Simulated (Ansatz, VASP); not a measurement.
**BiN: VASP beside Ansatz**

```
Bi N
1.0
     0.00000    2.56537    2.56537
     2.56537    0.00000    2.56537
     2.56537    2.56537    0.00000
Bi N
1 1
Direct
  0.50000 0.50000 0.50000
  0.00000 0.00000 0.00000
```

Change from the starting cell: species swapped into the HBr type (Fmmm, No. 69).

Alike in both runs: task single point; functional PBE; k mesh 6 × 6 × 6; occupations gaussian, width 0.1 eV; no spin polarisation.

|  | VASP | Ansatz |
| --- | --- | --- |
| version | VASP 6.6.1 | Ansatz 0.2.0 |
| potentials or method | VASP PAW PBE potentials, release 64 (Bi_d, N), cutoff 600 eV | scalar-relativistic, plane waves, PAW |
| valence electrons in the cell | 20 | 20 |

|  | VASP | Ansatz | Ansatz less VASP |
| --- | --- | --- | --- |
| gap on the k mesh at the Fermi level (eV) | 1.06 | 1.06 | -0.006 |
| least direct gap on the mesh (eV) | 1.06 | 1.06 | -0.006 |
| pressure (GPa) | 0.9 | 0.9 | +0.02 |

Spin-orbit coupling is off throughout.
